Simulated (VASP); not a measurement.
Ga3Se:

```
Se Ga
1.0
     4.43246    0.00000    0.00000
     0.00000    4.43246    0.00000
     0.00000    0.00000    4.43246
Se Ga
1 3
Cartesian
  0.0000 0.0000 0.0000
  2.2162 2.2162 0.0000
  2.2162 0.0000 2.2162
  0.0000 2.2162 2.2162
```

| Item | Value |
| --- | --- |
| Program | VASP 6.6.1 |
| Task | relaxation of cell and atoms |
| Functional | r2SCAN |
| Potentials or basis | VASP PAW PBE potentials, release 64 (Se, Ga_d) |
| Cutoff | 600 eV |
| k mesh | 6 × 6 × 6 |
| Occupations | fermi-dirac, width 0.05 eV |
| Spin | no spin polarisation |

At the start: pressure -1.7 GPa; volume 21.77 Å³/atom.

Task: Where does the relaxation end?

Result: Over 3 steps the energy falls by 5.5 meV/atom and the volume is 20.82 Å³/atom (-4.4 %); space group Pm-3m (No. 221, to 0.1 Å) before and after.

The path:
```csv
step,energy change (eV),largest force (eV/Å),pressure (GPa),volume (Å³)
1,0.0000,0.0000,-1.68,87.08
2,-0.0202,0.0000,-0.52,84.24
3,-0.0219,0.0000,-0.04,83.28
```

Final structure:
```
Se Ga
1.0
     4.36699    0.00000    0.00000
     0.00000    4.36699    0.00000
     0.00000    0.00000    4.36699
Se Ga
1 3
Direct
  0.00000 0.00000 0.00000
  0.50000 0.50000 0.00000
  0.50000 0.00000 0.50000
  0.00000 0.50000 0.50000
```

Caveat: the PAW data sets were made with another functional, which shifts forces and pressure a little.
